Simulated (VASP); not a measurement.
# BaTe (P1) in VASP: relaxation of cell and atoms with PBE

Aim: the relaxation of cell and atoms of BaTe with PBE.

Everything below comes from runs of VASP 6.6.1. Logs are shortened: lines on timing, memory, paths and dates and some standing lists are left out, and cuts for length are marked.

### 1 The cell of the first run

The typed cell holds 4 atoms: a = 4.342 Å, b = 4.859 Å, c = 8.362 Å, α = 90.56°, β = 88.77°, γ = 90.27°.

### 2 Relaxation of cell and atoms, PBE

The input, INCAR:

```
SYSTEM = BaTe
PREC = Accurate
ENCUT = 500
EDIFF = 1E-7
ISMEAR = 0
SIGMA = 0.1
LREAL = .FALSE.
LASPH = .TRUE.
NELM = 120
ALGO = Normal
ISIF = 3
LWAVE = .FALSE.
LCHARG = .FALSE.
GGA = PE
IBRION = 2
NSW = 80
EDIFFG = -0.025
GGA_COMPAT = .FALSE.
NELMIN = 4
```

The input, KPOINTS:

```
regular mesh
0
G
  4 4 2
  0 0 0
```

The input, POSCAR:

```
BaTe
1.0
   -0.0457936870     -0.0144361328     -4.3416446737
    2.4500246598     -4.1965740366      0.0113327662
   -7.2613113715     -4.1453269209     -0.0885190559
Ba Te
2 2
Direct
    1.0293121131      0.4789325554      0.8269288757
    1.0051545851      0.0321954987      0.3324964530
    0.4888846280     -0.0155787347      0.6728125049
    0.4766486739      0.5044506805      0.1677621664
```

Potentials or basis: VASP PAW PBE potentials, release 64 (Ba_sv, Te).

Launch:

```console
cat potpaw_PBE.64/Ba_sv/POTCAR potpaw_PBE.64/Te/POTCAR > POTCAR
mpirun -np 1 vasp_std > vasp.out
```

OUTCAR:

```text
SYSTEM = BaTe
   PREC = Accurate
   ENCUT = 500
   EDIFF = 1E-7
   ISMEAR = 0
   LREAL = .FALSE.
   LASPH = .TRUE.
   NELM = 120
   ISIF = 3
   GGA = PE
   IBRION = 2
   NSW = 80
   EDIFFG = -0.025
   NELMIN = 4

 ion  position               nearest neighbor table
   1  0.029  0.479  0.827-   3 3.36   3 3.40   4 3.48   3 3.60   3 3.67   4 3.69   2 4.65
   2  0.005  0.032  0.332-   4 3.35   4 3.54   4 3.56   3 3.58   3 3.59   4 3.71   1 4.65
   3  0.489  0.984  0.673-   1 3.36   1 3.40   2 3.58   2 3.59   1 3.60   1 3.67
   4  0.477  0.504  0.168-   2 3.35   1 3.48   2 3.54   2 3.56   1 3.69   2 3.71

  LATTYP: Found a triclinic cell.
 ALAT       =     8.3617111729
 B/A-ratio  =     0.5192609601
 C/A-ratio  =     0.5811516298
 COS(alpha) =     0.0047782063
 COS(beta)  =     0.0097266494
 COS(gamma) =     0.0213928084

  Lattice vectors:

 A1 = (   7.2613113715,   4.1453269209,   0.0885190559)
 A2 = (   0.0457936870,   0.0144361328,   4.3416446737)
 A3 = (   2.4500246598,  -4.1965740366,   0.0113327662)

Analysis of symmetry for initial positions (statically):
=====================================================================
 Subroutine PRICEL returns:
 Original cell was already a primitive cell.

 Routine SETGRP: Setting up the symmetry group for a
 triclinic supercell.

 Subroutine GETGRP returns: Found  1 space group operations
 (whereof  1 operations were pure point group operations)
 out of a pool of  2 trial point group operations.

The static configuration has the point symmetry C_1 .

Analysis of symmetry for dynamics (positions and initial velocities):
=====================================================================
 Subroutine PRICEL returns:
 Original cell was already a primitive cell.

 Routine SETGRP: Setting up the symmetry group for a
 triclinic supercell.

 Subroutine GETGRP returns: Found  1 space group operations
 (whereof  1 operations were pure point group operations)
 out of a pool of  2 trial point group operations.

The dynamic configuration has the point symmetry C_1 .

 Subroutine INISYM returns: Found  1 space group operations
 (whereof  1 operations are pure point group operations),
 and found     1 'primitive' translations

----------------------------------------------------------------------------------------

                                     Primitive cell

  volume of cell :     176.3746

  direct lattice vectors                    reciprocal lattice vectors
    -0.045793687 -0.014436133 -4.341644674     0.002372534  0.000763053 -0.230355024
     2.450024660 -4.196574037  0.011332766     0.102034277 -0.178721729 -0.000481954
    -7.261311371 -4.145326921 -0.088519056    -0.103303951 -0.060306956  0.001290126

  length of vectors
     4.341910171  4.859422076  8.361711173     0.230368505  0.205797673  0.119625665

  position of ions in fractional coordinates (direct lattice)
     0.029312113  0.478932555  0.826928876
     0.005154585  0.032195499  0.332496453
     0.488884628  0.984421265  0.672812505
     0.476648674  0.504450680  0.167762166

  ion indices of the primitive-cell ions
   primitive index   ion index
                 1           1
                 2           2
                 3           3
                 4           4

----------------------------------------------------------------------------------------

 KPOINTS: regular mesh

Automatic generation of k-mesh.
 Grid dimensions read from file:
 generate k-points for:    4    4    2

 Generating k-lattice:

  Cartesian coordinates                     Fractional coordinates (reciprocal lattice)
     0.000593133  0.000190763 -0.057588756     0.250000000  0.000000000  0.000000000
     0.025508569 -0.044680432 -0.000120489     0.000000000  0.250000000  0.000000000
    -0.051651975 -0.030153478  0.000645063     0.000000000 -0.000000000  0.500000000

  Length of vectors
     0.057592126  0.051449418  0.059812832

  Shift w.r.t. Gamma in fractional coordinates (k-lattice)
     0.000000000  0.000000000  0.000000000

 Subroutine IBZKPT returns following result:
 ===========================================

 Found     20 irreducible k-points:

 Following reciprocal coordinates:
            Coordinates               Weight
  0.000000  0.000000  0.000000      1.000000
  0.250000  0.000000  0.000000      2.000000
  0.500000  0.000000  0.000000      1.000000
  0.000000  0.250000 -0.000000      2.000000
  0.250000  0.250000 -0.000000      2.000000
  0.500000  0.250000 -0.000000      2.000000
[... 12 lines left out ...]
  0.250000  0.500000  0.500000      2.000000
  0.500000  0.500000  0.500000      1.000000
   k-points           NKPTS =     20   k-points in BZ     NKDIM =     20   number of bands    NBANDS=     20
   number of dos      NEDOS =    301   number of ions     NIONS =      4
   total plane-waves  NPLWV =  73728
   dimension x,y,z NGX =    32 NGY =   36 NGZ =   64
   dimension x,y,z NGXF=    64 NGYF=   72 NGZF=  128
   ions per type =               2   2
   NGX,Y,Z   is equivalent  to a cutoff of  12.25, 12.32, 12.72 a.u.
   NGXF,Y,Z  is equivalent  to a cutoff of  24.50, 24.63, 25.45 a.u.
 SYSTEM =  BaTe
   PREC   = accura    normal or accurate (medium, high low for compatibility)
   ISTART =      0    job   : 0-new  1-cont  2-samecut
   ICHARG =      2    charge: 1-file 2-atom 10-const
   ISPIN  =      1    spin polarized calculation?
   LNONCOLLINEAR =      F non collinear calculations
   LSORBIT =      F    spin-orbit coupling
   LASPH  =      T    aspherical Exc in radial PAW
   ENCUT  =  500.0 eV  36.75 Ry    6.06 a.u.   7.92  8.86 15.25*2*pi/ulx,y,z
   NELM   =    120;   NELMIN=  4; NELMDL= -5     # of ELM steps
   EDIFF  = 0.1E-06   stopping-criterion for ELM
   LREAL  =      F    real-space projection
   EDIFFG = -.3E-01   stopping-criterion for IOM
   NSW    =     80    number of steps for IOM
   IBRION =      2    ionic relax: 0-MD 1-quasi-New 2-CG
   NFREE  =      1    steps in history (QN), initial steepest desc. (CG)
   ISIF   =      3    stress and relaxation
   ISYM   =      2    0-nonsym 1-usesym 2-fastsym
   POTIM  = 0.5000    time-step for ionic-motion
   TEBEG  =    0.0;   TEEND  =   0.0 temperature during run
   PSTRESS=    0.0 pullay stress
   NELECT =      32.0000    total number of electrons
   NUPDOWN=      -1.0000    fix difference up-down
   EMIN   =  10.00;   EMAX   =-10.00  energy-range for DOS
   EFERMI =   0.00;   METHOD = LEGACY
   ISMEAR =     0;   SIGMA  =   0.10  broadening in eV -4-tet -1-fermi 0-gaus
   EFERMI_NEDOS =   21; number of points for ismear=-14 and -15
   IALGO  =     38    algorithm
   IMIX   =      4    mixing-type and parameters
     AMIX     =   0.40;   BMIX     =  1.00
     AMIX_MAG =   1.60;   BMIX_MAG =  1.00
  volume/ion in A,a.u.               =      44.09       297.56
  Fermi-wavevector in a.u.,A,eV,Ry     =   0.926786  1.751372 11.686482  0.858932
  Thomas-Fermi vector in A             =   2.052786
   LORBIT       =      0    0 simple, 1 ext, 2 COOP (PROOUT), +10 PAW based schemes
   GGA     = PE    functional components
   LHFCALC =     F    Hartree Fock is set to
   AEXX    =    0.0000 exact exchange contribution
   IVDW    =     0    specifies the selected vdW correction
   LEPSILON=     F    determine dielectric tensor
   LRPA    =     F    only Hartree local field effects (RPA)
 conjugate gradient relaxation of ions
 non-spin polarized calculation
 Gauss-broadening in eV      SIGMA  =   0.10
  energy-cutoff  :      500.00
  volume of cell :      176.37
 maximum number of plane-waves:      4495
   NGX = 15   NGY = 17   NGZ = 31

--------------------------------------- Ionic step        1  -------------------------------------------

 number of electron      32.0000000 magnetization

 Free energy of the ion-electron system (eV)
  ---------------------------------------------------
  ext. energy  EPLUGINS =         0.00000000
  ---------------------------------------------------
  free energy    TOTEN  =       -16.65084821 eV

  energy without entropy =      -16.65084821  energy(sigma->0) =      -16.65084821

------------------------ aborting loop because EDIFF is reached ----------------------------------------

  FORCE on cell =-STRESS in cart. coord.  units (eV):
  Direction    XX          YY          ZZ          XY          YZ          ZX
  --------------------------------------------------------------------------------------
  -------------------------------------------------------------------------------------
  Total        0.3529708      0.4415152      1.8796836     -0.2526935     -0.0379722     -0.4790591
  in kB        3.2063673      4.0106991     17.0749405     -2.2954536     -0.3449376     -4.3517459
  external PRESSURE =       8.0973357 kB  Pullay stress =       0.0000000 kB
[... 95 lines left out ...]
  FREE ENERGIE OF THE ION-ELECTRON SYSTEM (eV)
  ---------------------------------------------------
  free  energy   TOTEN  =       -16.7069859100 eV

  energy  without entropy=      -16.7069859100  energy(sigma->0) =      -16.70698591

[... ionic steps 4 to 14 ...]

--------------------------------------- Ionic step       15  -------------------------------------------

 number of electron      32.0000000 magnetization

------------------------ aborting loop because EDIFF is reached ----------------------------------------

  FORCE on cell =-STRESS in cart. coord.  units (eV):
  Direction    XX          YY          ZZ          XY          YZ          ZX
  --------------------------------------------------------------------------------------
  -------------------------------------------------------------------------------------
  Total       -0.0432461     -0.0666351     -0.0956533     -0.0009073     -0.0002432     -0.0007456
  in kB       -0.3866128     -0.5957074     -0.8551248     -0.0081115     -0.0021740     -0.0066652
  external PRESSURE =      -0.6124816 kB  Pullay stress =       0.0000000 kB
[... 61 lines left out ...]
  energy  without entropy=      -16.7643606642  energy(sigma->0) =      -16.76436066

--------------------------------------- Ionic step       17  -------------------------------------------

 number of electron      32.0000000 magnetization

 Free energy of the ion-electron system (eV)
  ---------------------------------------------------
  ext. energy  EPLUGINS =         0.00000000
  ---------------------------------------------------
  free energy    TOTEN  =       -16.76471810 eV

  energy without entropy =      -16.76471810  energy(sigma->0) =      -16.76471810

 E-fermi :   2.8358     XC(G=0):  -8.0355

 val. band max:        2.3423723815   @ k =   0.0000   0.0000   0.0000
 cond. band min:       3.8359915711   @ k =   0.0000   0.0000   0.0000
 fundamental gap:      1.4936191896
 Fermi energy:         2.8358303968

 k-point     1 :       0.0000    0.0000    0.0000
  band No.  band energies     occupation
      1     -25.1873      2.00000
      2     -25.1740      2.00000
      3     -10.6568      2.00000
      4     -10.3911      2.00000
      5     -10.3398      2.00000
      6     -10.3393      2.00000
[... 12 lines left out ...]
     19       4.7147      0.00000
[... 467 lines left out ...]
  FREE ENERGIE OF THE ION-ELECTRON SYSTEM (eV)
  ---------------------------------------------------
  free  energy   TOTEN  =       -16.7647180993 eV

  energy  without entropy=      -16.7647180993  energy(sigma->0) =      -16.76471810

 reached required accuracy - stopping structural energy minimisation
```

It took 6.2 min on 1 thread of AMD EPYC 9R45 (Zen 5), shared host; peak memory 0.28 GiB.

Results:

```yaml
Free_energy: -16.7647 eV
Relaxed_volume: 44.73 Å³/atom
Relaxed_cell: a = 4.433 Å, b = 4.825 Å, c = 8.364 Å, α = 89.87°, β = 90.10°, γ = 89.97°
Space_group_after_relaxing_to_0.05_Å: Pmc2_1 (No. 26)
Energy_gained_by_relaxing: 28.5 meV/atom
Ionic_steps: 17
Pressure_after_relaxing: 0.0 GPa
Largest_force_after_relaxing: 0.021 eV/Å
Band_gap_on_the_k_mesh: 1.49 eV, direct
```

Forces on the atoms (eV/Å):
```
Ba   0.014 -0.015 -0.002
Ba   0.005  0.009  0.013
Te  -0.001  0.004 -0.015
Te  -0.019  0.002  0.004
```

The path:
| step | energy change (eV) | largest force (eV/Å) | pressure (GPa) | volume (Å³) |
| --- | --- | --- | --- | --- |
| 1 | 0.0000 | 0.4987 | 0.81 | 176.37 |
| 2 | -0.0536 | 0.3342 | -0.30 | 182.10 |
| 3 | -0.0561 | 0.2971 | -0.56 | 183.66 |
| 4 | -0.0802 | 0.2346 | -0.28 | 181.06 |
| 5 | -0.0962 | 0.1320 | 0.26 | 176.85 |
| 6 | -0.1049 | 0.0682 | 0.07 | 178.17 |
| 7 | -0.1071 | 0.0734 | -0.07 | 179.29 |
| 8 | -0.1084 | 0.0695 | 0.03 | 178.61 |
| 9 | -0.1088 | 0.0666 | 0.13 | 178.06 |
| 10 | -0.1096 | 0.0601 | 0.08 | 178.32 |
| 11 | -0.1108 | 0.0416 | -0.05 | 179.12 |
| 12 | -0.1116 | 0.0319 | -0.03 | 178.97 |
| 13 | -0.1130 | 0.0356 | 0.04 | 178.52 |
| 14 | -0.1131 | 0.0408 | 0.07 | 178.38 |
| 15 | -0.1135 | 0.0327 | -0.06 | 179.22 |
| 16 | -0.1135 | 0.0335 | -0.05 | 179.13 |
| 17 | -0.1139 | 0.0206 | -0.01 | 178.90 |

Final structure:
```
Ba Te
1.0
     0.00417    0.00152   -4.43297
     2.40797   -4.18120   -0.00157
    -7.23905   -4.19006    0.00584
Ba Te
2 2
Direct
  0.99870 0.49641 0.83346
  0.00199 0.00238 0.33357
  0.49816 0.99785 0.66676
  0.50114 0.50337 0.16621
```

Caveat: spin-orbit coupling is left out, which moves the levels of the heavy elements.
